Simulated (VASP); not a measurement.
Set up this calculation in VASP 6.6.1, as the native input.

| Item | Value |
| --- | --- |
| Task | single point |
| Functional | r2SCAN |
| Potentials or basis | VASP PAW PBE potentials, release 64 (K_sv, Br) |
| Cutoff | 520 eV |
| k mesh | 6 × 6 × 4 |
| Occupations | gaussian, width 0.01 eV |
| Spin | no spin polarisation |
| Dipole correction | no |
| Further INCAR settings | ALGO = Normal; EDIFF = 1e-07; NBANDS = 24 |

KBr:

```xyz
4
Lattice="5.5995 0.0000 0.0000 -2.7997 4.8493 0.0000 0.0000 0.0000 6.5315" Properties=species:S:1:pos:R:3 pbc="T T T"
K     0.0000    3.2329   -0.4082
K     2.7997    1.6164    2.8576
Br    0.0000    3.2329    2.8576
Br    2.7997    1.6164    6.1233
```

This cell differs from its parent crystal: strain -0.3%.

One way to write it, as run:

POSCAR

```
KBr
1.0
    5.5994782725      0.0000000000      0.0000000000
   -2.7997391363      4.8492904319      0.0000000000
    0.0000000000      0.0000000000      6.5315469807
K Br
2 2
Direct
    0.3333333333      0.6666666667     -0.0625000000
    0.6666666667      0.3333333333      0.4375000000
    0.3333333333      0.6666666667      0.4375000000
    0.6666666667      0.3333333333      0.9375000000
```

INCAR.step1

```
  ALGO = Normal
  EDIFF = 1E-4
  ENCUT = 520
  GGA = PE
  ISMEAR = 0
  LASPH = T
  LCHARG = F
  LREAL = F
  LWAVE = T
  NBANDS = 24
  NELM = 100
  PREC = Accurate
  SIGMA = 0.01
```

INCAR.step2

```
  ALGO = Normal
  EDIFF = 1E-7
  ENCUT = 520
  ISIF = 2
  ISMEAR = 0
  ISTART = 1
  LASPH = T
  LCHARG = T
  LELF = T
  LMIXTAU = T
  LREAL = F
  LVHAR = T
  LWAVE = F
  METAGGA = R2SCAN
  NBANDS = 24
  NELM = 100
  PREC = Accurate
  SIGMA = 0.01
```

KPOINTS

```
k-points
0
Gamma
  6 6 4
```

Potentials or basis: VASP PAW PBE potentials, release 64 (K_sv, Br).

The run is started by

```console
$ cat potpaw_PBE.64/K_sv/POTCAR potpaw_PBE.64/Br/POTCAR > POTCAR
$ cp INCAR.step1 INCAR
$ mpirun -np 1 vasp_std > vasp.out
$ cp INCAR.step2 INCAR
$ mpirun -np 1 vasp_std > vasp.out
```

It gave:

- Pressure: 0.1 GPa
- Band gap on the k mesh: 4.78 eV, direct

Caveat: the cell differs from its parent crystal (strain -0.3%); the PAW data sets were made with another functional, which shifts forces and pressure a little.

It took 5 min on 1 thread of AMD EPYC 9R45 96-Core Processor (Zen 5) (shared host), peak memory 0.32 GiB.
